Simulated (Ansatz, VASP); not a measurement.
# Zr in VASP and in Ansatz

The input INCAR:

```
ALGO     = Normal         # electronic algorithm
EDIFF    = 1E-6           # SCF threshold, eV
ENCUT    = 520            # plane-wave cutoff, eV
GGA      = PE             # functional
ISIF     = 2              # what is computed and relaxed
ISMEAR   = -1             # smearing method
LASPH    = True           # aspherical terms in the spheres
LCHARG   = False          # write CHGCAR
LREAL    = False          # projectors in reciprocal space
LWAVE    = False          # write WAVECAR
NBANDS   = 12             # bands
NELM     = 60             # most SCF steps
PREC     = Accurate       # precision mode
SIGMA    = 0.1            # smearing width, eV
```

The input KPOINTS:

```
k-points
0
Gamma
  20 20 20
```

Contents of POSCAR:

```
Zr
1.0
    0.0000000000      2.2333408926      2.2333408926
    2.2333408926      0.0000000000      2.2333408926
    2.2333408926      2.2333408926      0.0000000000
Zr
1
Direct
    0.0000000000      0.0000000000      0.0000000000
```

Input for Ansatz:

```yaml
crystal:
  lattice:
    - [0.0, 2.2333408926, 2.2333408926]
    - [2.2333408926, 0.0, 2.2333408926]
    - [2.2333408926, 2.2333408926, 0.0]
  atoms:
    - { symbol: Zr, position: [0.0, 0.0, 0.0] }
hamiltonian:
  xc: pbe
  pseudopotentials:
    kind: paw
    azcp:
      Zr: "pseudopotentials/Zr.paw.azcp"
basis:
  ecutwfc: 420
  fft_grid_basis: typed
kpoints:
  mp_grid: { grid: [20, 20, 20], shift: [0, 0, 0] }
magnetization:
  spin_polarized: false
scf:
  occupations: { method: fermi_dirac, width: 0.1 }
output:
  stress: true
```

Alike in both runs: task single point; functional PBE; k mesh 20 × 20 × 20; occupations fermi-dirac, width 0.1 eV; no spin polarisation.

|  | VASP | Ansatz |
| --- | --- | --- |
| version | VASP 6.6.1 | Ansatz 0.2.0 |
| potentials or method | VASP PAW PBE potentials, release 64 (Zr_sv), cutoff 520 eV | plane waves (420 eV) with PAW, scalar-relativistic |
| valence electrons in the cell | 12 | 12 |

```csv
,VASP,Ansatz,Ansatz less VASP
pressure (GPa),4.1,4.1,-0.03
```
